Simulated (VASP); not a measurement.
# BaTe (P6_3/mmc) in VASP: further runs, part 3 of 3

VASP 6.6.1. Earlier steps stand in the parts before.

### Step 4. Single point, PBE (40.60 Å³/atom)

This run uses another cell than the first one, of 40.60 Å³/atom.

File INCAR:

```
SYSTEM = BaTe
PREC     = Accurate       ! precision mode
ENCUT    = 520            ! plane-wave cutoff, eV
EDIFF    = 1E-7           ! SCF threshold, eV
ISMEAR   = 0              ! smearing method
SIGMA    = 0.02           ! smearing width, eV
LREAL    = .False.        ! projectors in reciprocal space
LASPH    = .True.         ! aspherical terms in the spheres
NELM     = 60             ! most SCF steps
ALGO     = Normal         ! electronic algorithm
ISIF     = 2              ! what is computed and relaxed
LWAVE    = .False.        ! write WAVECAR
LCHARG   = .False.        ! write CHGCAR
GGA      = PE             ! functional
NBANDS   = 24             ! bands
```

File KPOINTS:

```
Automatic mesh
0
Gamma
  6 6 4
  0 0 0
```

File POSCAR:

```
BaTe
1.0
    4.7282584073      0.0000000000      0.0000000000
   -2.3641292036      4.0947918964      0.0000000000
    0.0000000000      0.0000000000      8.3876212383
Ba Te
2 2
Direct
    0.0000000000      0.0000000000      0.0000000000
    0.0000000000      0.0000000000      0.5000000000
    0.3333333333      0.6666666667      0.7500000000
    0.6666666667      0.3333333333      0.2500000000
```

Potentials or basis: VASP PAW PBE potentials, release 64 (Ba_sv, Te).

Command:

```bash
> cat potpaw_PBE.64/Ba_sv/POTCAR potpaw_PBE.64/Te/POTCAR > POTCAR
> mpirun -np 1 vasp_std > vasp.out
```

OUTCAR:

```text
SYSTEM = BaTe
   PREC = Accurate
   ENCUT = 520
   EDIFF = 1E-7
   ISMEAR = 0
   LREAL = .False.
   LASPH = .True.
   NELM = 60
   ISIF = 2
   GGA = PE

 ion  position               nearest neighbor table
   1  0.000  0.000  0.000-   3 3.44   4 3.44   3 3.44   4 3.44   4 3.44   3 3.44   2 4.19   2 4.19

   2  0.000  0.000  0.500-   3 3.44   4 3.44   3 3.44   4 3.44   4 3.44   3 3.44   1 4.19   1 4.19

   3  0.333  0.667  0.750-   1 3.44   2 3.44   1 3.44   2 3.44   1 3.44   2 3.44
   4  0.667  0.333  0.250-   1 3.44   2 3.44   1 3.44   2 3.44   1 3.44   2 3.44

  LATTYP: Found a hexagonal cell.
 ALAT       =     4.7282584073
 C/A-ratio  =     1.7739346110

  Lattice vectors:

 A1 = (   4.7282584073,   0.0000000000,   0.0000000000)
 A2 = (  -2.3641292036,   4.0947918964,   0.0000000000)
 A3 = (   0.0000000000,   0.0000000000,   8.3876212383)

Analysis of symmetry for initial positions (statically):
=====================================================================
 Subroutine PRICEL returns:
 Original cell was already a primitive cell.

 Routine SETGRP: Setting up the symmetry group for a
 hexagonal supercell.

 Subroutine GETGRP returns: Found 24 space group operations
 (whereof 12 operations were pure point group operations)
 out of a pool of 24 trial point group operations.

The static configuration has the point symmetry D_3d.
 The point group associated with its full space group is D_6h.

Analysis of symmetry for dynamics (positions and initial velocities):
=====================================================================
 Subroutine PRICEL returns:
 Original cell was already a primitive cell.

 Routine SETGRP: Setting up the symmetry group for a
 hexagonal supercell.

 Subroutine GETGRP returns: Found 24 space group operations
 (whereof 12 operations were pure point group operations)
 out of a pool of 24 trial point group operations.

The dynamic configuration has the point symmetry D_3d.
 The point group associated with its full space group is D_6h.

 Subroutine INISYM returns: Found 24 space group operations
 (whereof 12 operations are pure point group operations),
 and found     1 'primitive' translations

----------------------------------------------------------------------------------------

                                     Primitive cell

  volume of cell :     162.3947

  direct lattice vectors                    reciprocal lattice vectors
     4.728258407  0.000000000  0.000000000     0.211494363  0.122106327  0.000000000
    -2.364129204  4.094791896  0.000000000     0.000000000  0.244212655  0.000000000
     0.000000000  0.000000000  8.387621238     0.000000000  0.000000000  0.119223314

  length of vectors
     4.728258407  4.728258407  8.387621238     0.244212655  0.244212655  0.119223314

  position of ions in fractional coordinates (direct lattice)
     0.000000000  0.000000000  0.000000000
     0.000000000  0.000000000  0.500000000
     0.333333333  0.666666667  0.750000000
     0.666666667  0.333333333  0.250000000

  ion indices of the primitive-cell ions
   primitive index   ion index
                 1           1
                 2           2
                 3           3
                 4           4

----------------------------------------------------------------------------------------

[... 25 lines left out ...]
            Coordinates               Weight
  0.000000  0.000000  0.000000      1.000000
  0.166667  0.000000  0.000000      6.000000
  0.333333  0.000000  0.000000      6.000000
  0.500000 -0.000000  0.000000      3.000000
  0.166667  0.166667  0.000000      6.000000
  0.333333  0.166667  0.000000     12.000000
[... 13 lines left out ...]
  0.333333  0.166667  0.500000     12.000000
  0.333333  0.333333  0.500000      2.000000
   k-points           NKPTS =     21   k-points in BZ     NKDIM =     21   number of bands    NBANDS=     24
   number of dos      NEDOS =    301   number of ions     NIONS =      4
   total plane-waves  NPLWV =  82944
   dimension x,y,z NGX =    36 NGY =   36 NGZ =   64
   dimension x,y,z NGXF=    72 NGYF=   72 NGZF=  128
   ions per type =               2   2
   NGX,Y,Z   is equivalent  to a cutoff of  12.66, 12.66, 12.69 a.u.
   NGXF,Y,Z  is equivalent  to a cutoff of  25.32, 25.32, 25.37 a.u.
 SYSTEM =  BaTe
   PREC   = accura    normal or accurate (medium, high low for compatibility)
   ISTART =      0    job   : 0-new  1-cont  2-samecut
   ICHARG =      2    charge: 1-file 2-atom 10-const
   ISPIN  =      1    spin polarized calculation?
   LNONCOLLINEAR =      F non collinear calculations
   LSORBIT =      F    spin-orbit coupling
   LASPH  =      T    aspherical Exc in radial PAW
   ENCUT  =  520.0 eV  38.22 Ry    6.18 a.u.   8.79  8.79 15.60*2*pi/ulx,y,z
   NELM   =     60;   NELMIN=  2; NELMDL= -5     # of ELM steps
   EDIFF  = 0.1E-06   stopping-criterion for ELM
   LREAL  =      F    real-space projection
   EDIFFG = 0.1E-05   stopping-criterion for IOM
   NSW    =      0    number of steps for IOM
   IBRION =     -1    ionic relax: 0-MD 1-quasi-New 2-CG
   NFREE  =      0    steps in history (QN), initial steepest desc. (CG)
   ISIF   =      2    stress and relaxation
   ISYM   =      2    0-nonsym 1-usesym 2-fastsym
   POTIM  = 0.5000    time-step for ionic-motion
   TEBEG  =    0.0;   TEEND  =   0.0 temperature during run
   PSTRESS=    0.0 pullay stress
   NELECT =      32.0000    total number of electrons
   NUPDOWN=      -1.0000    fix difference up-down
   EMIN   =  10.00;   EMAX   =-10.00  energy-range for DOS
   EFERMI =   0.00;   METHOD = LEGACY
   ISMEAR =     0;   SIGMA  =   0.02  broadening in eV -4-tet -1-fermi 0-gaus
   EFERMI_NEDOS =   21; number of points for ismear=-14 and -15
   IALGO  =     38    algorithm
   IMIX   =      4    mixing-type and parameters
     AMIX     =   0.40;   BMIX     =  1.00
     AMIX_MAG =   1.60;   BMIX_MAG =  1.00
  volume/ion in A,a.u.               =      40.60       273.97
  Fermi-wavevector in a.u.,A,eV,Ry     =   0.952652  1.800251 12.347906  0.907546
  Thomas-Fermi vector in A             =   2.081234
   LORBIT       =      0    0 simple, 1 ext, 2 COOP (PROOUT), +10 PAW based schemes
   GGA     = PE    functional components
   LHFCALC =     F    Hartree Fock is set to
   AEXX    =    0.0000 exact exchange contribution
   IVDW    =     0    specifies the selected vdW correction
   LEPSILON=     F    determine dielectric tensor
   LRPA    =     F    only Hartree local field effects (RPA)
 non-spin polarized calculation
 Gauss-broadening in eV      SIGMA  =   0.02
  energy-cutoff  :      520.00
  volume of cell :      162.39
 maximum number of plane-waves:      4410
 NGX is ok and might be reduce to    36
   NGX = 17   NGY = 17   NGZ = 31

 number of electron      32.0000000 magnetization

 Free energy of the ion-electron system (eV)
  ---------------------------------------------------
  ext. energy  EPLUGINS =         0.00000000
  ---------------------------------------------------
  free energy    TOTEN  =       -16.77666261 eV

  energy without entropy =      -16.77666261  energy(sigma->0) =      -16.77666261

 E-fermi :   2.8924     XC(G=0):  -8.4498

 val. band max:        2.7797211511   @ k =   0.0000   0.0000   0.0000
 cond. band min:       4.2699487677   @ k =   0.5000  -0.0000   0.0000
 fundamental gap:      1.4902276166
 Fermi energy:         2.8924432775

 k-point     1 :       0.0000    0.0000    0.0000
  band No.  band energies     occupation
      1     -24.3465      2.00000
      2     -24.3117      2.00000
      3     -10.1777      2.00000
      4      -9.5142      2.00000
      5      -9.5142      2.00000
      6      -9.4486      2.00000
[... 556 lines left out ...]
     23       7.8215      0.00000
     24       7.8215      0.00000

------------------------ aborting loop because EDIFF is reached ----------------------------------------

  FORCE on cell =-STRESS in cart. coord.  units (eV):
  Direction    XX          YY          ZZ          XY          YZ          ZX
  --------------------------------------------------------------------------------------
  -------------------------------------------------------------------------------------
  Total        3.6829905      3.6829905      3.7954302      0.0000000     -0.0000000     -0.0000000
  in kB       36.3361850     36.3361850     37.4455090      0.0000000     -0.0000000     -0.0000000
  external PRESSURE =      36.7059597 kB  Pullay stress =       0.0000000 kB

 VOLUME and BASIS-vectors are now :
 -----------------------------------------------------------------------------
  energy-cutoff  :      520.00
  volume of cell :      162.39
      direct lattice vectors                 reciprocal lattice vectors
     4.728258407  0.000000000  0.000000000     0.211494363  0.122106327  0.000000000
    -2.364129204  4.094791896  0.000000000     0.000000000  0.244212655  0.000000000
     0.000000000  0.000000000  8.387621238     0.000000000  0.000000000  0.119223314

 POSITION                                       TOTAL-FORCE (eV/Angst)
 -----------------------------------------------------------------------------------
      0.00000      0.00000      0.00000        -0.000000      0.000000      0.000000
      0.00000      0.00000      4.19381        -0.000000      0.000000      0.000000
     -0.00000      2.72986      6.29072        -0.000000      0.000000     -0.000000
      2.36413      1.36493      2.09691         0.000000     -0.000000     -0.000000
 -----------------------------------------------------------------------------------
    total drift:                               -0.000000      0.000000     -0.000000

  FREE ENERGIE OF THE ION-ELECTRON SYSTEM (eV)
  ---------------------------------------------------
  free  energy   TOTEN  =       -16.7766626050 eV

  energy  without entropy=      -16.7766626050  energy(sigma->0) =      -16.77666261
```

Run time: 3.8 min. Hardware: 1 thread of Intel Xeon 8259CL, shared host; peak memory 0.31 GiB.

Results:

* Free energy: -16.7767 eV
* Pressure: 3.7 GPa
* Band gap on the k mesh: 1.49 eV (least direct gap 1.52 eV)

Stress tensor (GPa, compression positive):
```
3.63 0.00 0.00
0.00 3.63 0.00
0.00 0.00 3.74
```

Levels at points of the mesh, in eV from the valence-band top:
```csv
k point,band 14,band 15,band 16,band 17,band 18,band 19
"(0.00, 0.00, 0.00)",-0.29,0.00,0.00,1.52,3.02,3.02
"(0.50, 0.00, 0.00)",-1.15,-0.78,-0.37,1.49,2.88,4.54
"(0.00, 0.00, 0.50)",-0.67,-0.67,-0.67,2.97,2.97,3.58
"(0.50, 0.00, 0.50)",-1.14,-0.88,-0.88,2.36,2.36,4.34
```

Caveat: the cell stands under pressure; spin-orbit coupling is left out, which moves the levels of the heavy elements. A k mesh can miss the band edges.

### Step 5. Summary

```tsv
cell	k mesh	smearing	gap on the mesh (eV)	pressure (GPa)
a = 5.076, b = 5.076, c = 8.363 Å, angles 90.0, 90.0, 120.0°, 4 atoms	6 × 6 × 2	gaussian 0.1 eV	1.73	-0.7
a = 4.668, b = 4.668, c = 8.323 Å, angles 90.0, 90.0, 120.0°, 4 atoms	6 × 6 × 4	gaussian 0.02 eV	1.41	5.2
a = 4.728, b = 4.728, c = 8.388 Å, angles 90.0, 90.0, 120.0°, 4 atoms	6 × 6 × 4	gaussian 0.02 eV	1.49	3.7
```

Alike in all rows: task single point; level PBE; potentials or basis VASP PAW PBE potentials, release 64 (Ba_sv, Te); no spin polarisation; cutoff (eV) 520.

Caveats: spin-orbit coupling is left out, which moves the levels of the heavy elements; the cell stands under pressure (at least some runs).

Total energies depend on the potentials used, so only differences within one code and one set of settings carry meaning.
